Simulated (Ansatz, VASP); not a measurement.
## Two plane-wave programs on BaTiO3

Contents of INCAR:

```
SYSTEM = BaTiO3
ALGO = Normal
EDIFF = 1E-6
ENCUT = 520
GGA = PE
ISIF = 2
ISMEAR = 0
LASPH = .TRUE.
LCHARG = .FALSE.
LREAL = .FALSE.
LWAVE = .FALSE.
NBANDS = 28
NELM = 80
PREC = Accurate
SIGMA = 0.05
```

KPOINTS

```
k-points
0
G
  8 8 8
  0 0 0
```

The input POSCAR:

```
BaTiO3
1.0
    4.0192318613      0.0000000000      0.0000000000
    0.0000000000      4.0192318613      0.0000000000
    0.0000000000      0.0000000000      4.0192813205
Ba Ti O
1 1 3
Direct
    0.0000000000      0.0000000000      0.0000000000
    0.4917148348      0.5000000000      0.5000000000
    0.5000000000      0.5000000000      0.0000000000
    0.5000000000      0.0000000000      0.5000000000
    0.0000000000      0.5000000000      0.5000000000
```

Input for Ansatz:

```yaml
crystal:
  lattice:
    - [4.0192318613, 0.0, 0.0]
    - [0.0, 4.0192318613, 0.0]
    - [0.0, 0.0, 4.0192813205]
  atoms:
    - { symbol: Ba, position: [0.0, 0.0, 0.0] }
    - { symbol: Ti, position: [0.4917148348, 0.5, 0.5] }
    - { symbol: O, position: [0.5, 0.5, 0.0] }
    - { symbol: O, position: [0.5, 0.0, 0.5] }
    - { symbol: O, position: [0.0, 0.5, 0.5] }
basis:
  ecutwfc: 420
kpoints:
  mp_grid: { grid: [8, 8, 8] }
hamiltonian:
  xc: pbe
scf:
  occupations: { method: gaussian, width: 0.05 }
output:
  forces: true
  stress: true
  eigenvalues: true
```

Alike in both runs: task single point; functional PBE; k mesh 8 × 8 × 8; occupations gaussian, width 0.05 eV; no spin polarisation.

|  | VASP | Ansatz |
| --- | --- | --- |
| version | VASP 6.6.1 | Ansatz 0.2.0 |
| potentials or method | VASP PAW PBE potentials, release 64 (Ba_sv, Ti_sv, O), cutoff 520 eV | scalar-relativistic, plane waves, PAW |
| valence electrons in the cell | 40 | 40 |

Ansatz gave:

* gap on the k mesh at the Fermi level (eV): 1.79
* least direct gap on the mesh (eV): 1.92
* pressure (GPa): 0.1
* traceless stress, the component that is largest in VASP (GPa): 0.08
* rms of the force components (eV/Å): 0.060

**Question.** Which values does VASP return?

**Answer.** gap on the k mesh at the Fermi level (eV): 1.72; least direct gap on the mesh (eV): 1.89; pressure (GPa): 1.8; traceless stress, the component that is largest in VASP (GPa): 0.08; rms of the force components (eV/Å): 0.057.

Atom by atom the forces differ by 0.004 eV/Å (rms over components). With one functional, cell and mesh, what is left measures potentials, basis and numerics. Ansatz's warnings: near symmetry operations not taken.

Neither program's run includes spin-orbit coupling.
